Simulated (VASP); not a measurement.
ZnO (zincite), 4 atoms in the cell. Symmetry: P6_3mc, No. 186, hexagonal system. Conventional cell: a = 3.143 Å, b = 3.143 Å, c = 5.072 Å, α = 90.00°, β = 90.00°, γ = 120.00°. Zn (site symmetry 3m) has 4 O at 1.92 Å within 2.5 Å. O (site symmetry 3m) has 4 Zn at 1.92 Å within 2.5 Å.  This cell differs from its parent crystal: volume scaled by 0.88, then relaxed in part.

- Program: VASP 6.6.1
- Task: single point
- Functional: PBE
- Potentials or basis: VASP PAW PBE potentials, release 64 (Zn, O)
- Cutoff: 520 eV
- k mesh: 9 × 9 × 6
- Occupations: gaussian, width 0.02 eV
- Spin: no spin polarisation
- Dipole correction: no
- Further INCAR settings: ALGO = Normal; EDIFF = 1e-06; NBANDS = 26

Potentials or basis: VASP PAW PBE potentials, release 64 (Zn, O).

Command:

```sh
$ cat potpaw_PBE.64/Zn/POTCAR potpaw_PBE.64/O/POTCAR > POTCAR
$ mpirun -np 1 vasp_std > vasp.out
```

Hardware: 1 thread of Intel(R) Xeon(R) Platinum 8488C (Sapphire Rapids), on a shared host.

Problem. Estimate the wall time of this run.

Solution. It took 30 s on 1 thread of Intel(R) Xeon(R) Platinum 8488C (Sapphire Rapids), on a shared host, peak memory 0.18 GiB. Counts: scf iterations 15, k points 48.
